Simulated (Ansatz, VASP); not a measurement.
**Si4C5 in VASP and in Ansatz**

Contents of INCAR:

```
SYSTEM = Si4C5
  ALGO = Normal
  DIPOL = 0.5 0.5 0.353
  EDIFF = 1E-6
  ENCUT = 520
  GGA = PE
  IDIPOL = 3
  ISIF = 2
  ISMEAR = 0
  ISPIN = 2
  LASPH = .TRUE.
  LCHARG = .FALSE.
  LDIPOL = .TRUE.
  LORBIT = 11
  LREAL = .FALSE.
  LWAVE = .FALSE.
  MAGMOM = 0 0 0 0 2 0 0 0 0
  NBANDS = 32
  NELM = 150
  PREC = Accurate
  SIGMA = 0.05
```

The input KPOINTS:

```
k-points
0
G
  9 9 1
  0 0 0
```

POSCAR

```
Si4C5
1.0
    3.0920147208      0.0000000000      0.0000000000
   -1.5460073604      2.6777632971      0.0000000000
    0.0000000000      0.0000000000     25.2337106667
C Si
5 4
Direct
    0.3333333333      0.6666666667      0.1585181051
    0.6666666667      0.3333333333      0.2590546646
    0.3333333333      0.6666666667      0.3607902149
    0.6666666667      0.3333333333      0.4623551549
    1.0000000000      0.0000000000      0.6009306704
    0.6666666667      0.3333333333      0.1834768895
    0.3333333333      0.6666666667      0.2840134490
    0.6666666667      0.3333333333      0.3842867907
    0.3333333333      0.6666666667      0.4848161584
```

Input for Ansatz:

```yaml
crystal:
  lattice:
    - [3.0920147208, 0.0, 0.0]
    - [-1.5460073604, 2.6777632971, 0.0]
    - [0.0, 0.0, 25.2337106667]
  atoms:
    - { symbol: C, position: [0.3333333333, 0.6666666667, 0.1585181051] }
    - { symbol: Si, position: [0.6666666667, 0.3333333333, 0.1834768895] }
    - { symbol: C, position: [0.6666666667, 0.3333333333, 0.2590546646] }
    - { symbol: Si, position: [0.3333333333, 0.6666666667, 0.284013449] }
    - { symbol: C, position: [0.3333333333, 0.6666666667, 0.3607902149] }
    - { symbol: Si, position: [0.6666666667, 0.3333333333, 0.3842867907] }
    - { symbol: C, position: [0.6666666667, 0.3333333333, 0.4623551549] }
    - { symbol: Si, position: [0.3333333333, 0.6666666667, 0.4848161584] }
    - { symbol: C, position: [1.0, 0.0, 0.6009306704], spin: 2.0 }
basis:
  ecutwfc: 420
kpoints:
  mp_grid: { grid: [9, 9, 1] }
hamiltonian:
  xc: pbe
  pseudopotentials: { kind: paw, azcp: { folder: soft_1 } }
scf:
  occupations: { method: gaussian, width: 0.05 }
output:
  forces: true
  eigenvalues: true
  populations: true
magnetization:
  spin_polarized: true
efield:
  axis: 3
  dipole_correction: true
  ramp_width: 0.04
```

Alike in both runs: task single point; functional PBE; k mesh 9 × 9 × 1; occupations gaussian, width 0.05 eV; collinear spin.

|  | VASP | Ansatz |
| --- | --- | --- |
| version | VASP 6.6.1 | Ansatz 0.2.0 |
| potentials or method | VASP PAW PBE potentials, release 64 (C, Si), cutoff 520 eV | scalar-relativistic, plane waves, PAW |
| valence electrons in the cell | 36 | 36 |

Ansatz gave:

```
gap on the k mesh at the Fermi level (eV)                     : none
rms of the force components (eV/Å)                            : 0.877
net moment per atom (μB)                                      : 0.21
size of the moment on the site where the two differ most (μB) : 1.02
```

**Question.** Estimate VASP's values.

**Answer.** gap on the k mesh at the Fermi level (eV): none; rms of the force components (eV/Å): 0.832; net moment per atom (μB): 0.10; size of the moment on the site where the two differ most (μB): 0.54.

The net moments are unlike, so the other rows may belong to different states. Site moments also hang on the region over which each program counts them. A gap of «none» marks a metal or a gap that the smearing closes. Ansatz's warnings: vacuum below fermi.
